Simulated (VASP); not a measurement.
# HfSc2 (I4/mmm) in VASP: notebook

HfSc2 is run at these levels: PBE; tasks: relaxation of cell and atoms, single point.

Program: VASP 6.6.1. These are calculated values, not measurements. Logs are shortened: lines on timing, memory, paths and dates and some standing lists are left out, and cuts for length are marked.

**1. The cell of the first run**

Symmetry: I4/mmm, No. 139, tetragonal system. The conventional cell has a = 3.577 Å, b = 3.577 Å, c = 8.774 Å, α = 90.00°, β = 90.00°, γ = 90.00°. Within 3.8 Å of Hf (site symmetry 4/mmm) lie 10 Sc at 2.91 to 2.94 Å and 4 Hf at 3.58 Å. Sc (site symmetry 4mm) has 9 Sc at 2.90 to 3.58 Å and 5 Hf at 2.91 to 2.94 Å within 3.8 Å.

**2. Relaxation of cell and atoms, PBE**

Contents of INCAR:

```
SYSTEM = HfSc2
PREC = Accurate
ENCUT = 600
EDIFF = 1E-7
ISMEAR = 0
SIGMA = 0.1
LREAL = .FALSE.
LASPH = .TRUE.
NELM = 60
ALGO = Fast
ISIF = 3
LWAVE = .FALSE.
LCHARG = .FALSE.
GGA = PE
IBRION = 2
NSW = 90
EDIFFG = -0.04
```

Contents of KPOINTS:

```
Automatic mesh
0
G
  6 6 6
  0 0 0
```

Contents of POSCAR:

```
HfSc2
1.0
   -1.7882778958      1.7882778958      4.3868692131
    1.7882778958     -1.7882778958      4.3868692131
    1.7882778958      1.7882778958     -4.3868692131
Hf Sc
1 2
Direct
    0.0000000000      0.0000000000      0.0000000000
    0.6650000000      0.6650000000      0.0000000000
    0.3350000000      0.3350000000      0.0000000000
```

Potentials or basis: VASP PAW PBE potentials, release 64 (Hf_pv, Sc_sv).

The run is started by

```bash
> cat potpaw_PBE.64/Hf_pv/POTCAR potpaw_PBE.64/Sc_sv/POTCAR > POTCAR
> mpirun -np 1 vasp_std > vasp.out
```

OUTCAR:

```text
SYSTEM = HfSc2
   PREC = Accurate
   ENCUT = 600
   EDIFF = 1E-7
   ISMEAR = 0
   LREAL = .FALSE.
   LASPH = .TRUE.
   NELM = 60
   ISIF = 3
   GGA = PE
   IBRION = 2
   NSW = 90
   EDIFFG = -0.04

 ion  position               nearest neighbor table
   1  0.000  0.000  0.000-   2 2.91   3 2.91   2 2.91   3 2.91   2 2.91   3 2.91   3 2.91   2 2.91
                             2 2.94   3 2.94
   2  0.665  0.665  0.000-   3 2.90   1 2.91   1 2.91   1 2.91   1 2.91   3 2.94   3 2.94   3 2.94
                             3 2.94   1 2.94
   3  0.335  0.335  0.000-   2 2.90   1 2.91   1 2.91   1 2.91   1 2.91   2 2.94   2 2.94   2 2.94
                             2 2.94   1 2.94

  LATTYP: Found a body centered tetragonal cell.
 ALAT       =     3.5765557916
 C/A-ratio  =     2.4531250000

  Lattice vectors:

 A1 = (  -1.7882778958,   1.7882778958,   4.3868692131)
 A2 = (   1.7882778958,  -1.7882778958,   4.3868692131)
 A3 = (   1.7882778958,   1.7882778958,  -4.3868692131)

Analysis of symmetry for initial positions (statically):
=====================================================================
 Subroutine PRICEL returns:
 Original cell was already a primitive cell.

 Routine SETGRP: Setting up the symmetry group for a
 body centered tetragonal supercell.

 Subroutine GETGRP returns: Found 16 space group operations
 (whereof 16 operations were pure point group operations)
 out of a pool of 16 trial point group operations.

The static configuration has the point symmetry D_4h.

Analysis of symmetry for dynamics (positions and initial velocities):
=====================================================================
 Subroutine PRICEL returns:
 Original cell was already a primitive cell.

 Routine SETGRP: Setting up the symmetry group for a
 body centered tetragonal supercell.

 Subroutine GETGRP returns: Found 16 space group operations
 (whereof 16 operations were pure point group operations)
 out of a pool of 16 trial point group operations.

The dynamic configuration has the point symmetry D_4h.

 Subroutine INISYM returns: Found 16 space group operations
 (whereof 16 operations are pure point group operations),
 and found     1 'primitive' translations

----------------------------------------------------------------------------------------

                                     Primitive cell

  volume of cell :      56.1157

  direct lattice vectors                    reciprocal lattice vectors
    -1.788277896  1.788277896  4.386869213     0.000000000  0.279598602  0.113976500
     1.788277896 -1.788277896  4.386869213     0.279598602  0.000000000  0.113976500
     1.788277896  1.788277896 -4.386869213     0.279598602  0.279598602  0.000000000

  length of vectors
     5.063644652  5.063644652  5.063644652     0.301937114  0.301937114  0.395412135

  position of ions in fractional coordinates (direct lattice)
     0.000000000  0.000000000  0.000000000
     0.665000000  0.665000000  0.000000000
     0.335000000  0.335000000  0.000000000

  ion indices of the primitive-cell ions
   primitive index   ion index
                 1           1
                 2           2
                 3           3

----------------------------------------------------------------------------------------

 KPOINTS: Automatic mesh

Automatic generation of k-mesh.
 Grid dimensions read from file:
 generate k-points for:    6    6    6

 Generating k-lattice:

  Cartesian coordinates                     Fractional coordinates (reciprocal lattice)
     0.000000000  0.046599767  0.018996083     0.166666667 -0.000000000  0.000000000
     0.046599767  0.000000000  0.018996083    -0.000000000  0.166666667  0.000000000
     0.046599767  0.046599767  0.000000000     0.000000000  0.000000000  0.166666667

  Length of vectors
     0.050322852  0.050322852  0.065902023

  Shift w.r.t. Gamma in fractional coordinates (k-lattice)
     0.000000000  0.000000000  0.000000000

 Subroutine IBZKPT returns following result:
 ===========================================

 Found     30 irreducible k-points:

 Following reciprocal coordinates:
            Coordinates               Weight
  0.000000  0.000000  0.000000      1.000000
  0.166667 -0.000000  0.000000      8.000000
  0.333333 -0.000000  0.000000      8.000000
  0.500000 -0.000000  0.000000      4.000000
  0.166667  0.166667  0.000000      8.000000
  0.333333  0.166667  0.000000     16.000000
[... 16 lines left out ...]
 -0.333333 -0.333333  0.166667      8.000000
 -0.166667 -0.333333  0.166667      8.000000
 [... further k-points ...]
   k-points           NKPTS =     30   k-points in BZ     NKDIM =     30   number of bands    NBANDS=     20
   number of dos      NEDOS =    301   number of ions     NIONS =      3
   total plane-waves  NPLWV =  64000
   dimension x,y,z NGX =    40 NGY =   40 NGZ =   40
   dimension x,y,z NGXF=    80 NGYF=   80 NGZF=   80
   ions per type =               1   2
   NGX,Y,Z   is equivalent  to a cutoff of  13.13, 13.13, 13.13 a.u.
   NGXF,Y,Z  is equivalent  to a cutoff of  26.27, 26.27, 26.27 a.u.
 SYSTEM =  HfSc2
   PREC   = accura    normal or accurate (medium, high low for compatibility)
   ISTART =      0    job   : 0-new  1-cont  2-samecut
   ICHARG =      2    charge: 1-file 2-atom 10-const
   ISPIN  =      1    spin polarized calculation?
   LNONCOLLINEAR =      F non collinear calculations
   LSORBIT =      F    spin-orbit coupling
   LASPH  =      T    aspherical Exc in radial PAW
   ENCUT  =  600.0 eV  44.10 Ry    6.64 a.u.  10.11 10.11 10.11*2*pi/ulx,y,z
   NELM   =     60;   NELMIN=  2; NELMDL= -5     # of ELM steps
   EDIFF  = 0.1E-06   stopping-criterion for ELM
   LREAL  =      F    real-space projection
   EDIFFG = -.4E-01   stopping-criterion for IOM
   NSW    =     90    number of steps for IOM
   IBRION =      2    ionic relax: 0-MD 1-quasi-New 2-CG
   NFREE  =      1    steps in history (QN), initial steepest desc. (CG)
   ISIF   =      3    stress and relaxation
   ISYM   =      2    0-nonsym 1-usesym 2-fastsym
   POTIM  = 0.5000    time-step for ionic-motion
   TEBEG  =    0.0;   TEEND  =   0.0 temperature during run
   PSTRESS=    0.0 pullay stress
   NELECT =      32.0000    total number of electrons
   NUPDOWN=      -1.0000    fix difference up-down
   EMIN   =  10.00;   EMAX   =-10.00  energy-range for DOS
   EFERMI =   0.00;   METHOD = LEGACY
   ISMEAR =     0;   SIGMA  =   0.10  broadening in eV -4-tet -1-fermi 0-gaus
   EFERMI_NEDOS =   21; number of points for ismear=-14 and -15
   IALGO  =     68    algorithm
   IMIX   =      4    mixing-type and parameters
     AMIX     =   0.40;   BMIX     =  1.00
     AMIX_MAG =   1.60;   BMIX_MAG =  1.00
  volume/ion in A,a.u.               =      18.71       126.23
  Fermi-wavevector in a.u.,A,eV,Ry     =   1.357573  2.565441 25.075606  1.843005
  Thomas-Fermi vector in A             =   2.484480
   LORBIT       =      0    0 simple, 1 ext, 2 COOP (PROOUT), +10 PAW based schemes
   GGA     = PE    functional components
   LHFCALC =     F    Hartree Fock is set to
   AEXX    =    0.0000 exact exchange contribution
   IVDW    =     0    specifies the selected vdW correction
   LEPSILON=     F    determine dielectric tensor
   LRPA    =     F    only Hartree local field effects (RPA)
 conjugate gradient relaxation of ions
 non-spin polarized calculation
 RMM-DIIS sequential band-by-band and
 Gauss-broadening in eV      SIGMA  =   0.10
  energy-cutoff  :      600.00
  volume of cell :       56.12
 maximum number of plane-waves:      1897
   NGX = 21   NGY = 21   NGZ = 21

--------------------------------------- Ionic step        1  -------------------------------------------

 number of electron      32.0000003 magnetization

 Free energy of the ion-electron system (eV)
  ---------------------------------------------------
  ext. energy  EPLUGINS =         0.00000000
  ---------------------------------------------------
  free energy    TOTEN  =       -20.98563805 eV

  energy without entropy =      -20.96340954  energy(sigma->0) =      -20.97452380

------------------------ aborting loop because EDIFF is reached ----------------------------------------

  FORCE on cell =-STRESS in cart. coord.  units (eV):
  Direction    XX          YY          ZZ          XY          YZ          ZX
  --------------------------------------------------------------------------------------
  -------------------------------------------------------------------------------------
  Total        6.6419931      6.6419931      9.2002707      0.0000000      0.0000000      0.0000000
  in kB      189.6375371    189.6375371    262.6796883      0.0000000      0.0000000      0.0000000
  external PRESSURE =     213.9849209 kB  Pullay stress =       0.0000000 kB
[... 22 lines left out ...]
  energy  without entropy=      -20.9634095445  energy(sigma->0) =      -20.97452380

--------------------------------------- Ionic step        2  -------------------------------------------

 number of electron      32.0000001 magnetization

 E-fermi :   3.4335     XC(G=0):  -9.9435

 val. band max:        3.4183376323   @ k =   0.1667   0.1667   0.1667
 cond. band min:       3.4364898025   @ k =  -0.1667   0.5000   0.1667
 fundamental gap:      0.0181521702
 Fermi energy:         3.4335318982

 k-point     1 :       0.0000    0.0000    0.0000
  band No.  band energies     occupation
      1     -46.1108      2.00000
      2     -46.0644      2.00000
      3     -27.4710      2.00000
      4     -27.4710      2.00000
      5     -27.4559      2.00000
      6     -24.7772      2.00000
[... 12 lines left out ...]
     19       5.0522      0.00000
[... 597 lines left out ...]
  FREE ENERGIE OF THE ION-ELECTRON SYSTEM (eV)
  ---------------------------------------------------
  free  energy   TOTEN  =       -21.8457977629 eV

  energy  without entropy=      -21.8141104616  energy(sigma->0) =      -21.82995411

[... ionic steps 4 to 8 ...]

--------------------------------------- Ionic step        9  -------------------------------------------

 number of electron      31.9999998 magnetization

------------------------ aborting loop because EDIFF is reached ----------------------------------------

  FORCE on cell =-STRESS in cart. coord.  units (eV):
  Direction    XX          YY          ZZ          XY          YZ          ZX
  --------------------------------------------------------------------------------------
  -------------------------------------------------------------------------------------
  Total       -0.1250929     -0.1250929     -0.1121603      0.0000000     -0.0000000      0.0000000
  in kB       -2.8280722     -2.8280722     -2.5356945      0.0000000     -0.0000000      0.0000000
  external PRESSURE =      -2.7306130 kB  Pullay stress =       0.0000000 kB
[... 59 lines left out ...]
  energy  without entropy=      -21.8427166308  energy(sigma->0) =      -21.85895926

--------------------------------------- Ionic step       11  -------------------------------------------

 number of electron      31.9999997 magnetization

 Free energy of the ion-electron system (eV)
  ---------------------------------------------------
  ext. energy  EPLUGINS =         0.00000000
  ---------------------------------------------------
  free energy    TOTEN  =       -21.87559574 eV

  energy without entropy =      -21.84297335  energy(sigma->0) =      -21.85928455

 E-fermi :   4.1124     XC(G=0): -10.3991

 val. band max:        4.1106743013   @ k =   0.1667   0.1667   0.1667
 cond. band min:       4.1214926643   @ k =   0.5000   0.1667   0.0000
 fundamental gap:      0.0108183629
 Fermi energy:         4.1124382999

 k-point     1 :       0.0000    0.0000    0.0000
  band No.  band energies     occupation
      1     -45.1664      2.00000
      2     -45.0970      2.00000
      3     -26.4699      2.00000
      4     -26.4465      2.00000
      5     -26.4465      2.00000
      6     -23.8880      2.00000
[... 12 lines left out ...]
     19       5.9837      0.00000
[... 560 lines left out ...]
  FREE ENERGIE OF THE ION-ELECTRON SYSTEM (eV)
  ---------------------------------------------------
  free  energy   TOTEN  =       -21.8755957443 eV

  energy  without entropy=      -21.8429733543  energy(sigma->0) =      -21.85928455

 reached required accuracy - stopping structural energy minimisation
```

Wall time 13 min (1 thread of Intel Xeon Platinum 8488C (Sapphire Rapids), shared host); peak memory 0.28 GiB.

What came out:

```
Free energy                           : -21.8756 eV
Relaxed volume                        : 23.56 Å³/atom
Relaxed cell                          : a = 5.710 Å, b = 5.710 Å, c = 5.710 Å, α = 141.81°, β = 141.81°, γ = 55.12°
Space group after relaxing (to 0.1 Å) : I4/mmm (No. 139)
Energy gained by relaxing             : 296.7 meV/atom
Ionic steps                           : 11
Pressure after relaxing               : -0.1 GPa
Largest force after relaxing          : 0.031 eV/Å
Band gap on the k mesh                : zero (bands 16 and 17 overlap by 1.46 eV)
```

Forces on the atoms (eV/Å):
```
Hf   0.000  0.000  0.000
Sc   0.000  0.000 -0.031
Sc   0.000  0.000  0.031
```

Step by step:
| step | energy change (eV) | largest force (eV/Å) | pressure (GPa) | volume (Å³) |
| --- | --- | --- | --- | --- |
| 1 | 0.0000 | 0.3910 | 21.40 | 56.12 |
| 2 | -0.6767 | 0.1411 | -6.20 | 78.91 |
| 3 | -0.8602 | 0.0084 | -0.04 | 70.55 |
| 4 | -0.8602 | 0.0142 | -0.32 | 70.86 |
| 5 | -0.8759 | 0.0301 | -0.21 | 70.70 |
| 6 | -0.8887 | 0.0534 | 0.21 | 70.32 |
| 7 | -0.8889 | 0.0558 | 0.29 | 70.26 |
| 8 | -0.8889 | 0.0570 | 0.32 | 70.23 |
| 9 | -0.8895 | 0.0486 | -0.27 | 70.87 |
| 10 | -0.8896 | 0.0513 | -0.11 | 70.70 |
| 11 | -0.8900 | 0.0312 | -0.07 | 70.68 |

Final structure:
```cif
data_structure
_symmetry_space_group_name_H-M 'P 1'
_symmetry_Int_Tables_number 1
_cell_length_a 5.7104
_cell_length_b 5.7104
_cell_length_c 5.7104
_cell_angle_alpha 141.806
_cell_angle_beta 141.806
_cell_angle_gamma 55.121
_cell_volume 70.68
loop_
_atom_site_label
_atom_site_type_symbol
_atom_site_fract_x
_atom_site_fract_y
_atom_site_fract_z
_atom_site_occupancy
Hf1 Hf 0.00000 0.00000 0.00000 1
Sc1 Sc 0.66567 0.66567 0.00000 1
Sc2 Sc 0.33433 0.33433 0.00000 1
```

Caveat: the volume moved by over 15 % at a fixed basis, so the end points are rough; spin-orbit coupling is left out, which moves the levels of the heavy elements.

**3. Single point, PBE**

This run uses another cell than the first one, of 23.52 Å³/atom.

Contents of INCAR:

```
SYSTEM = HfSc2
PREC = Accurate
ENCUT = 520
EDIFF = 1E-7
ISMEAR = 0
SIGMA = 0.1
LREAL = .FALSE.
LASPH = .TRUE.
NELM = 100
ALGO = Fast
ISIF = 2
LWAVE = .FALSE.
LCHARG = .FALSE.
GGA = PE
NBANDS = 23
```

Contents of KPOINTS:

```
Automatic mesh
0
G
  18 18 18
  0 0 0
```

Contents of POSCAR:

```
HfSc2
1.0
   -1.8685888829      1.8685888829      5.0512258419
    1.8685888829     -1.8685888829      5.0512258419
    1.8685888829      1.8685888829     -5.0512258419
Hf Sc
1 2
Direct
    0.0000000000      0.0000000000      0.0000000000
    0.6654154319      0.6654154319      0.0000000000
    0.3345845681      0.3345845681      0.0000000000
```

Potentials or basis: VASP PAW PBE potentials, release 64 (Hf_pv, Sc_sv).

The run is started by

```bash
> cat potpaw_PBE.64/Hf_pv/POTCAR potpaw_PBE.64/Sc_sv/POTCAR > POTCAR
> mpirun -np 1 vasp_std > vasp.out
```

OUTCAR:

```text
SYSTEM = HfSc2
   PREC = Accurate
   ENCUT = 520
   EDIFF = 1E-7
   ISMEAR = 0
   LREAL = .FALSE.
   LASPH = .TRUE.
   NELM = 100
   ISIF = 2
   GGA = PE

 ion  position               nearest neighbor table
   1  0.000  0.000  0.000-   3 3.13   2 3.13   2 3.13   2 3.13   2 3.13   3 3.13   3 3.13   3 3.13
                             2 3.38   3 3.38
   2  0.665  0.665  0.000-   1 3.13   1 3.13   1 3.13   1 3.13   3 3.15   3 3.15   3 3.15   3 3.15
                             3 3.34   1 3.38
   3  0.335  0.335  0.000-   1 3.13   1 3.13   1 3.13   1 3.13   2 3.15   2 3.15   2 3.15   2 3.15
                             2 3.34   1 3.38

  LATTYP: Found a body centered tetragonal cell.
[... 823 lines left out ...]
  --------------------------------------------------------------------------------------
  -------------------------------------------------------------------------------------
  Total       -0.0159463     -0.0159463     -0.0067956      0.0000000      0.0000000      0.0000000
  in kB       -0.3621473     -0.3621473     -0.1543321      0.0000000      0.0000000      0.0000000
  external PRESSURE =      -0.2928756 kB  Pullay stress =       0.0000000 kB

 VOLUME and BASIS-vectors are now :
 -----------------------------------------------------------------------------
  energy-cutoff  :      520.00
  volume of cell :       70.55
      direct lattice vectors                 reciprocal lattice vectors
    -1.868588883  1.868588883  5.051225842     0.000000000  0.267581598  0.098985873
     1.868588883 -1.868588883  5.051225842     0.267581598  0.000000000  0.098985873
     1.868588883  1.868588883 -5.051225842     0.267581598  0.267581598  0.000000000

 POSITION                                       TOTAL-FORCE (eV/Angst)
 -----------------------------------------------------------------------------------
      0.00000      0.00000      0.00000         0.000000      0.000000     -0.000000
      0.00000      0.00000      6.72233        -0.000000     -0.000000     -0.002469
      0.00000      0.00000      3.38012        -0.000000     -0.000000      0.002469
 -----------------------------------------------------------------------------------
    total drift:                                0.000000      0.000000     -0.000000

  FREE ENERGIE OF THE ION-ELECTRON SYSTEM (eV)
  ---------------------------------------------------
  free  energy   TOTEN  =       -21.8850813514 eV

  energy  without entropy=      -21.8537046173  energy(sigma->0) =      -21.86939298
```

Run time: 33 min. Hardware: 1 thread of Intel Xeon Platinum 8488C (Sapphire Rapids), shared host; peak memory 0.84 GiB.

What came out:

```
Free energy            : -21.8851 eV
Pressure               : 0.0 GPa
Band gap on the k mesh : zero (bands 16 and 17 overlap by 1.56 eV)
```

Forces in eV/Å, atoms in the order of the input:
```
Hf   0.000  0.000  0.000
Sc   0.000  0.000 -0.002
Sc   0.000  0.000  0.002
```

Caveat: spin-orbit coupling is left out, which moves the levels of the heavy elements.
